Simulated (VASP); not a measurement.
# C (P6_3/mmc) in VASP: a series of runs

Aim: see how the results for C move with the level of theory and the settings. Levels: pbesol exchange, pbe correlation, PBE exchange alone, RPBE. Tasks: single point.

Program: VASP 6.6.1. These are calculated values, not measurements. Logs are shortened: lines on timing, memory, paths and dates and some standing lists are left out, and cuts for length are marked.

## Step 1: The cell of the first run

Symmetry: P6_3/mmc, No. 194, hexagonal system. The conventional cell has a = 2.502 Å, b = 2.502 Å, c = 8.255 Å, α = 90.00°, β = 90.00°, γ = 120.00°. C (site symmetry 3m) has 4 C at 1.53 to 1.56 Å within 2.0 Å. C (site symmetry 3m) has 4 C at 1.53 Å within 2.0 Å.

## Step 2: Single point, pbesol exchange, pbe correlation, collinear spin

The input, INCAR:

```
SYSTEM = C
PREC = Accurate
ENCUT = 600
EDIFF = 1E-6
ISMEAR = -1
SIGMA = 0.15
LREAL = .False.
LASPH = .True.
NELM = 200
ALGO = Normal
ISIF = 2
LWAVE = .False.
LCHARG = .False.
ISPIN = 2
MAGMOM = 0.58 0.24 -0.16 0.37 -0.27 -0.46 0.56 -0.33
LORBIT = 11
GGA = LIBXC
LIBXC1 = GGA_X_PBE_SOL
LIBXC2 = GGA_C_PBE
NBANDS = 30
GGA_COMPAT = .False.
```

The input, KPOINTS:

```
Automatic mesh
0
Gamma
  12 12 4
  0 0 0
```

The input, POSCAR:

```
C
1.0
    2.5024906412      0.0000000000      0.0000000000
   -1.2512453206      2.1672204680      0.0000000000
    0.0000000000      0.0000000000      8.2545551983
C
8
Direct
    0.6666666667      0.3333333333      0.8444353700
    0.3333333333      0.6666666667      0.3444357135
    0.6666666667      0.3333333333      0.6555648234
    0.3333333333      0.6666666667      0.1555640923
    0.0000000000      0.0000000000      0.9070509103
    0.0000000000      0.0000000000      0.4070511444
    0.0000000000      0.0000000000      0.5929493011
    0.0000000000      0.0000000000      0.0929486449
```

Potentials or basis: VASP PAW PBE potentials, release 64 (C).

The run is started by

```bash
> cat potpaw_PBE.64/C/POTCAR > POTCAR
> mpirun -np 1 vasp_std > vasp.out
```

OUTCAR:

```text
SYSTEM = C
   PREC = Accurate
   ENCUT = 600
   EDIFF = 1E-6
   ISMEAR = -1
   LREAL = .False.
   LASPH = .True.
   NELM = 200
   ISIF = 2
   ISPIN = 2
   LORBIT = 11
   GGA = LIBXC

 ion  position               nearest neighbor table
   1  0.667  0.333  0.844-   5 1.53   5 1.53   5 1.53   3 1.56
   2  0.333  0.667  0.344-   6 1.53   6 1.53   6 1.53   4 1.56
   3  0.667  0.333  0.656-   7 1.53   7 1.53   7 1.53   1 1.56
   4  0.333  0.667  0.156-   8 1.53   8 1.53   8 1.53   2 1.56
   5  0.000  0.000  0.907-   1 1.53   1 1.53   1 1.53   8 1.53
   6  0.000  0.000  0.407-   2 1.53   2 1.53   2 1.53   7 1.53
   7  0.000  0.000  0.593-   3 1.53   3 1.53   3 1.53   6 1.53
   8  0.000  0.000  0.093-   4 1.53   4 1.53   4 1.53   5 1.53

  LATTYP: Found a hexagonal cell.
 ALAT       =     2.5024906412
 C/A-ratio  =     3.2985358916

  Lattice vectors:

 A1 = (   2.5024906412,   0.0000000000,   0.0000000000)
 A2 = (  -1.2512453206,   2.1672204680,   0.0000000000)
 A3 = (   0.0000000000,   0.0000000000,   8.2545551983)

Analysis of symmetry for initial positions (statically):
=====================================================================
 Subroutine PRICEL returns:
 Original cell was already a primitive cell.

 Routine SETGRP: Setting up the symmetry group for a
 hexagonal supercell.

 Subroutine GETGRP returns: Found 24 space group operations
 (whereof 12 operations were pure point group operations)
 out of a pool of 24 trial point group operations.

The static configuration has the point symmetry D_3d.
 The point group associated with its full space group is D_6h.

Analysis of symmetry for dynamics (positions and initial velocities):
=====================================================================
 Subroutine PRICEL returns:
 Original cell was already a primitive cell.

 Routine SETGRP: Setting up the symmetry group for a
 hexagonal supercell.

 Subroutine GETGRP returns: Found 24 space group operations
 (whereof 12 operations were pure point group operations)
 out of a pool of 24 trial point group operations.

The dynamic configuration has the point symmetry D_3d.
 The point group associated with its full space group is D_6h.

Analysis of structural, dynamic, and magnetic symmetry:
=====================================================================
 Subroutine PRICEL returns:
 Original cell was already a primitive cell.

 Routine SETGRP: Setting up the symmetry group for a
 hexagonal supercell.

 Subroutine GETGRP returns: Found  6 space group operations
 (whereof  6 operations were pure point group operations)
 out of a pool of 24 trial point group operations.

The overall configuration has the point symmetry C_3v.

 Subroutine INISYM returns: Found  6 space group operations
 (whereof  6 operations are pure point group operations),
 and found     1 'primitive' translations

----------------------------------------------------------------------------------------

                                     Primitive cell

  volume of cell :      44.7682

  direct lattice vectors                    reciprocal lattice vectors
     2.502490641  0.000000000  0.000000000     0.399601894  0.230710261  0.000000000
    -1.251245321  2.167220468  0.000000000     0.000000000  0.461420522  0.000000000
     0.000000000  0.000000000  8.254555198     0.000000000  0.000000000  0.121145231

  length of vectors
     2.502490641  2.502490641  8.254555198     0.461420522  0.461420522  0.121145231

  position of ions in fractional coordinates (direct lattice)
     0.666666667  0.333333333  0.844435370
     0.333333333  0.666666667  0.344435713
     0.666666667  0.333333333  0.655564823
     0.333333333  0.666666667  0.155564092
     0.000000000  0.000000000  0.907050910
     0.000000000  0.000000000  0.407051144
     0.000000000  0.000000000  0.592949301
     0.000000000  0.000000000  0.092948645

  ion indices of the primitive-cell ions
   primitive index   ion index
                 1           1
                 2           2
                 3           3
                 4           4
                 5           5
                 6           6
                 7           7
                 8           8

----------------------------------------------------------------------------------------

 KPOINTS: Automatic mesh

Automatic generation of k-mesh.
 Grid dimensions read from file:
 generate k-points for:   12   12    4

[... 54 lines left out ...]
   PREC   = accura    normal or accurate (medium, high low for compatibility)
   ISTART =      0    job   : 0-new  1-cont  2-samecut
   ICHARG =      2    charge: 1-file 2-atom 10-const
   ISPIN  =      2    spin polarized calculation?
   LNONCOLLINEAR =      F non collinear calculations
   LSORBIT =      F    spin-orbit coupling
   LASPH  =      T    aspherical Exc in radial PAW
   ENCUT  =  600.0 eV  44.10 Ry    6.64 a.u.   5.00  5.00 16.49*2*pi/ulx,y,z
   NELM   =    200;   NELMIN=  2; NELMDL= -5     # of ELM steps
   EDIFF  = 0.1E-05   stopping-criterion for ELM
   LREAL  =      F    real-space projection
   EDIFFG = 0.1E-04   stopping-criterion for IOM
   NSW    =      0    number of steps for IOM
   IBRION =     -1    ionic relax: 0-MD 1-quasi-New 2-CG
   NFREE  =      0    steps in history (QN), initial steepest desc. (CG)
   ISIF   =      2    stress and relaxation
   ISYM   =      2    0-nonsym 1-usesym 2-fastsym
   POTIM  = 0.5000    time-step for ionic-motion
   TEBEG  =    0.0;   TEEND  =   0.0 temperature during run
   PSTRESS=    0.0 pullay stress
   NELECT =      32.0000    total number of electrons
   NUPDOWN=      -1.0000    fix difference up-down
   EMIN   =  10.00;   EMAX   =-10.00  energy-range for DOS
   EFERMI =   0.00;   METHOD = LEGACY
   ISMEAR =    -1;   SIGMA  =   0.15  broadening in eV -4-tet -1-fermi 0-gaus
   EFERMI_NEDOS =   21; number of points for ismear=-14 and -15
   IALGO  =     38    algorithm
   IMIX   =      4    mixing-type and parameters
     AMIX     =   0.40;   BMIX     =  1.00
     AMIX_MAG =   1.60;   BMIX_MAG =  1.00
  volume/ion in A,a.u.               =       5.60        37.76
  Fermi-wavevector in a.u.,A,eV,Ry     =   1.463755  2.766096 29.151556  2.142579
  Thomas-Fermi vector in A             =   2.579812
   LORBIT       =     11    0 simple, 1 ext, 2 COOP (PROOUT), +10 PAW based schemes
   GGA     = LIBXC    functional components
   LHFCALC =     F    Hartree Fock is set to
   AEXX    =    0.0000 exact exchange contribution
   IVDW    =     0    specifies the selected vdW correction
   LEPSILON=     F    determine dielectric tensor
   LRPA    =     F    only Hartree local field effects (RPA)
 spin polarized calculation
  energy-cutoff  :      600.00
  volume of cell :       44.77
 maximum number of plane-waves:      1518
   NGX =  9   NGY =  9   NGZ = 33

 number of electron      31.9999998 magnetization       0.0007029

 number of electron      31.9999998 magnetization      -0.0003533

 Free energy of the ion-electron system (eV)
  ---------------------------------------------------
  ext. energy  EPLUGINS =         0.00000000
  ---------------------------------------------------
  free energy    TOTEN  =       -77.62061363 eV

  energy without entropy =      -77.62061352  energy(sigma->0) =      -77.62061358

 E-fermi :  12.1687     XC(G=0): -13.5348

 val. band max:       10.1277217298   @ k =   0.0000   0.0000   0.0000
 cond. band min:      14.4657915928   @ k =   0.4167   0.0000   0.0000
 fundamental gap:      4.3380698630
 Fermi energy:        12.1687452153

 spin component 1

 k-point     1 :       0.0000    0.0000    0.0000
  band No.  band energies     occupation
      1     -11.8133      1.00000
      2     -10.1461      1.00000
      3     -10.0427      1.00000
      4      -5.9880      1.00000
      5      -3.7261      1.00000
      6       3.1223      1.00000
[... 733 lines left out ...]
     27      20.7829      0.00000
     28      21.2143      0.00000

 [... further k-points ...]

 spin component 2

 k-point     1 :       0.0000    0.0000    0.0000
  band No.  band energies     occupation
      1     -11.8134      1.00000
      2     -10.1462      1.00000
      3     -10.0428      1.00000
      4      -5.9881      1.00000
      5      -3.7262      1.00000
      6       3.1222      1.00000
[... 733 lines left out ...]
     27      20.7828      0.00000
     28      21.2142      0.00000

 [... further k-points ...]

 [bands above 28 left out]

------------------------ aborting loop because EDIFF is reached ----------------------------------------

  FORCE on cell =-STRESS in cart. coord.  units (eV):
  Direction    XX          YY          ZZ          XY          YZ          ZX
  --------------------------------------------------------------------------------------
  -------------------------------------------------------------------------------------
  Total        0.1325659      0.1325659      0.1390092      0.0000000      0.0000000      0.0000000
  in kB        4.7443123      4.7443123      4.9749056      0.0000000      0.0000000      0.0000000
  external PRESSURE =       4.8211767 kB  Pullay stress =       0.0000000 kB

 VOLUME and BASIS-vectors are now :
 -----------------------------------------------------------------------------
  energy-cutoff  :      600.00
  volume of cell :       44.77
      direct lattice vectors                 reciprocal lattice vectors
     2.502490641  0.000000000  0.000000000     0.399601894  0.230710261  0.000000000
    -1.251245321  2.167220468  0.000000000     0.000000000  0.461420522  0.000000000
     0.000000000  0.000000000  8.254555198     0.000000000  0.000000000  0.121145231

 POSITION                                       TOTAL-FORCE (eV/Angst)
 -----------------------------------------------------------------------------------
      1.25125      0.72241      6.97044        -0.000000     -0.000000     -0.003031
     -0.00000      1.44481      2.84316         0.000000     -0.000000     -0.003156
      1.25125      0.72241      5.41140         0.000000     -0.000000      0.003008
     -0.00000      1.44481      1.28411        -0.000000      0.000000      0.003180
      0.00000      0.00000      7.48730        -0.000000      0.000000     -0.002364
      0.00000      0.00000      3.36003         0.000000      0.000000     -0.002307
      0.00000      0.00000      4.89453        -0.000000     -0.000000      0.002291
      0.00000      0.00000      0.76725        -0.000000     -0.000000      0.002380
 -----------------------------------------------------------------------------------
    total drift:                                0.000000     -0.000000     -0.000005

  FREE ENERGIE OF THE ION-ELECTRON SYSTEM (eV)
  ---------------------------------------------------
  free  energy   TOTEN  =       -77.6206136340 eV

  energy  without entropy=      -77.6206135242  energy(sigma->0) =      -77.62061358

 total charge

# of ion       s       p       d       tot
------------------------------------------
    1        0.825   1.746   0.000   2.572
    2        0.825   1.746   0.000   2.572
    3        0.825   1.746   0.000   2.572
    4        0.825   1.746   0.000   2.572
    5        0.826   1.756   0.000   2.582
    6        0.826   1.756   0.000   2.582
    7        0.826   1.756   0.000   2.582
    8        0.826   1.756   0.000   2.582
--------------------------------------------------
tot          6.606  14.009   0.000  20.615

 magnetization (x)

# of ion       s       p       d       tot
------------------------------------------
    1        0.000   0.000   0.000   0.000
    2        0.000   0.000   0.000   0.000
    3        0.000   0.000   0.000   0.000
    4        0.000   0.000   0.000   0.000
    5        0.000   0.000   0.000   0.000
    6        0.000   0.000   0.000   0.000
    7        0.000   0.000   0.000   0.000
    8        0.000   0.000   0.000   0.000
--------------------------------------------------
tot          0.000   0.000   0.000   0.000
```

It took 3.1 min on 1 thread of Intel Xeon Platinum 8259CL at 2.50GHz (Skylake/Cascade Lake), shared host; peak memory 0.28 GiB.

What came out:

* Free energy: -77.6206 eV
* Pressure: 0.5 GPa
* Largest force: 0.003 eV/Å
* Band gap on the k mesh: 4.34 eV (least direct gap 5.23 eV)
* Net moment: 0.00 μB per cell
* Valence electrons inside the program's atomic spheres: C 2.57, 2.58 (each value once)

Forces in eV/Å, atoms in the order of the input:
```
C    0.000  0.000 -0.003
C    0.000  0.000 -0.003
C    0.000  0.000  0.003
C    0.000  0.000  0.003
C    0.000  0.000 -0.002
C    0.000  0.000 -0.002
C    0.000  0.000  0.002
C    0.000  0.000  0.002
```

Caveat: the PAW data sets were made with another functional, which shifts forces and pressure a little.

(Continued in part 2 of 2.)
